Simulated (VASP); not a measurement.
# Si8Ni5: single point with PBEsol

Si8Ni5:

```
CELL_PARAMETERS angstrom
5.46051 0.00000 0.00000
0.00000 5.46051 0.00000
0.00000 0.00000 5.46051
ATOMIC_POSITIONS crystal
Ni 0.00000 0.00000 0.00000
Ni 0.00000 0.50000 0.50000
Ni 0.50000 0.00000 0.50000
Ni 0.50000 0.50000 0.00000
Ni 0.50000 0.00000 0.00000
Si 0.24292 0.25708 0.25708
Si 0.75708 0.74292 0.74292
Si 0.24292 0.74292 0.74292
Si 0.75708 0.25708 0.25708
Si 0.75708 0.25708 0.74292
Si 0.24292 0.74292 0.25708
Si 0.75708 0.74292 0.25708
Si 0.24292 0.25708 0.74292
```

```yaml
Program: VASP 6.6.1
Task: single point
Functional: PBEsol
Potentials_or_basis: VASP PAW PBE potentials, release 64 (Ni, Si)
Cutoff: 520 eV
k_mesh: 6 × 6 × 6
Occupations: methfessel-paxton, width 0.1 eV
Spin: no spin polarisation
```

```json
{
  "Pressure": "0.1 GPa",
  "Largest force": "0.006 eV/Å",
  "Band gap on the k mesh": "zero (bands 41 and 42 overlap by 0.99 eV)"
}
```

Forces in eV/Å, atoms in the order of the input:
```
Ni   0.000  0.000  0.000
Ni   0.000  0.000  0.000
Ni   0.000  0.000  0.000
Ni   0.000  0.000  0.000
Ni   0.000  0.000  0.000
Si  -0.003  0.003  0.003
Si   0.003 -0.003 -0.003
Si  -0.003 -0.003 -0.003
Si   0.003  0.003  0.003
Si   0.003  0.003 -0.003
Si  -0.003 -0.003  0.003
Si   0.003 -0.003  0.003
Si  -0.003  0.003 -0.003
```

Levels at points of the mesh, in eV from the Fermi level:
```csv
k point,band 39,band 40,band 41,band 42,band 43,band 44
"(0.00, 0.00, 0.00)",-0.91,-0.36,-0.36,-0.36,0.59,1.29
"(0.50, 0.00, 0.00)",-1.62,-1.57,-0.73,-0.70,-0.13,1.32
"(0.50, 0.50, 0.00)",-1.40,-1.36,0.02,0.65,0.65,0.71
"(0.50, 0.50, 0.50)",-0.79,0.18,0.18,1.04,1.10,1.10
```

It took 2.9 min on 1 thread of Intel(R) Xeon(R) 6975P-C (Granite Rapids) (shared host), peak memory 0.32 GiB.

Caveat: the PAW data sets were made with another functional, which shifts forces and pressure a little. Spin polarisation is off, so any magnetic state and its effect on volume and gap are missing.
